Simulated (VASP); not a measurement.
InSe: single point with PBE+D3(BJ)

System: InSe, a slab with vacuum.

```
Se In
1.0
     4.02700    0.00000    0.00000
    -2.01350    3.48748    0.00000
     0.00000    0.00000   36.71996
Se In
2 2
Direct
  0.00000 0.00000 0.42824
  0.00000 0.00000 0.57173
  0.66667 0.33333 0.46276
  0.66667 0.33333 0.53722
```

- Program: VASP 6.6.1
- Task: single point
- Functional: PBE
- Dispersion: D3(BJ)
- Potentials or basis: VASP PAW PBE potentials, release 64 (Se, In_d)
- Cutoff: 520 eV
- k mesh: 9 × 9 × 1
- Occupations: gaussian, width 0.02 eV
- Spin: no spin polarisation
- Dipole correction: yes
- Further INCAR settings: ALGO = Normal; EDIFF = 1e-07; NBANDS = 27

* Largest force: 0.208 eV/Å
* Band gap on the k mesh: 1.59 eV (least direct gap 1.66 eV)
* Dispersion energy per atom: -0.225 eV

Forces on the atoms (eV/Å):
```
Se   0.000  0.000 -0.208
Se   0.000  0.000  0.208
In   0.000  0.000 -0.144
In   0.000  0.000  0.144
```

Levels at points of the mesh, in eV from the valence-band top:
```tsv
k point	band 15	band 16	band 17	band 18	band 19	band 20	band 21	band 22	band 23	band 24
(0.00, 0.00, 0.00)	-0.55	-0.55	-0.47	-0.47	-0.07	1.59	2.78	4.95	4.95	5.55
```

Run time: 5.6 min on 1 thread of Intel(R) Xeon(R) Platinum 8375C CPU @ 2.90GHz (Ice Lake), with other jobs on the host, peak memory 0.6 GiB.

Caveat: spin-orbit coupling is left out, which moves the levels of the heavy elements.
